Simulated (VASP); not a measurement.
**Si2Ge: single point with PBE**

Crystal: Si2Ge.

```
Si Ge
1.0
     6.40509    0.00000    0.00000
     0.00000    6.40509    0.00000
     0.00000    0.00000    2.65353
Si Ge
4 2
Direct
  0.13157 0.36843 0.25000
  0.86843 0.63157 0.25000
  0.36843 0.86843 0.75000
  0.63157 0.13157 0.75000
  0.50000 0.50000 0.00000
  0.00000 0.00000 0.50000
```

```yaml
Program: VASP 6.6.1
Task: single point
Functional: PBE
Potentials_or_basis: VASP PAW PBE potentials, release 64 (Si, Ge_d)
Cutoff: 520 eV
k_mesh: 6 × 6 × 14
Occupations: gaussian, width 0.1 eV
Spin: no spin polarisation
```

```
Pressure               : 0.0 GPa
Largest force          : 0.004 eV/Å
Band gap on the k mesh : zero (band 22 reaches 9.18 eV, above the bottom of band 23 at 5.90 eV)
```

Forces on the atoms (eV/Å):
```
Si  -0.003  0.003  0.000
Si   0.003 -0.003  0.000
Si   0.003  0.003  0.000
Si  -0.003 -0.003  0.000
Ge   0.000  0.000  0.000
Ge   0.000  0.000  0.000
```

Levels at points of the mesh, in eV from the Fermi level:
| k point | band 19 | band 20 | band 21 | band 22 | band 23 | band 24 | band 25 | band 26 |
| --- | --- | --- | --- | --- | --- | --- | --- | --- |
| (0.00, 0.00, 0.00) | -3.50 | 0.31 | 1.08 | 1.79 | 1.79 | 4.13 | 4.43 | 4.43 |
| (0.50, 0.00, 0.00) | -1.86 | -1.86 | -0.36 | -0.36 | 2.95 | 2.95 | 3.11 | 3.11 |
| (0.50, 0.50, 0.00) | -3.82 | -3.82 | -1.14 | -1.14 | 3.29 | 3.29 | 3.41 | 3.41 |
| (0.00, 0.00, 0.50) | -3.32 | -3.32 | -2.19 | -2.19 | -0.62 | -0.62 | 1.40 | 1.40 |
| (0.50, 0.00, 0.50) | -2.98 | -2.98 | -2.04 | -2.04 | -0.43 | -0.43 | 1.54 | 1.54 |
| (0.50, 0.50, 0.50) | -0.78 | -0.62 | -0.51 | -0.51 | -0.03 | 0.07 | 0.07 | 0.12 |

Run time: 3.2 min on 1 thread of Intel(R) Xeon(R) Platinum 8259CL CPU @ 2.50GHz (Skylake/Cascade Lake), on a shared host, peak memory 0.34 GiB.
